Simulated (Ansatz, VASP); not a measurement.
## Two plane-wave programs on CoO

```
CELL_PARAMETERS angstrom
2.61615 0.00000 2.61615
0.00000 2.61615 2.61615
0.00000 0.00000 5.23231
ATOMIC_POSITIONS crystal
Co 0.00000 0.00000 0.00000
Co 0.00000 0.00000 0.50000
O 0.50000 0.50000 0.75000
O 0.50000 0.50000 0.25000
```

Alike in both runs: task single point; functional PBE; k mesh 16 × 16 × 8; occupations gaussian, width 0.1 eV; collinear spin.

|  | VASP | Ansatz |
| --- | --- | --- |
| version | VASP 6.6.1 | Ansatz 0.2.0 |
| potentials or method | VASP PAW PBE potentials, release 64 (Co, O), cutoff 520 eV | scalar-relativistic, plane waves, PAW |
| valence electrons in the cell | 30 | 46 |

VASP gave:

```
gap on the k mesh at the Fermi level (eV)                     : 0.47
least direct gap on the mesh (eV)                             : 0.55
pressure (GPa)                                                : -1.1
net moment per atom (μB)                                      : 0.00
size of the moment on the site where the two differ most (μB) : 2.38
```

**Question.** Estimate Ansatz's values.

**Answer.** gap on the k mesh at the Fermi level (eV): 0.48; least direct gap on the mesh (eV): 0.56; pressure (GPa): -0.3; net moment per atom (μB): 0.00; size of the moment on the site where the two differ most (μB): 2.36.

Site moments also hang on the region over which each program counts them. With one functional, cell and mesh, what is left measures potentials, basis and numerics. VASP's potentials hold 30 valence electrons a cell and Ansatz's 46, so a difference there can come from the potentials and not from the codes.
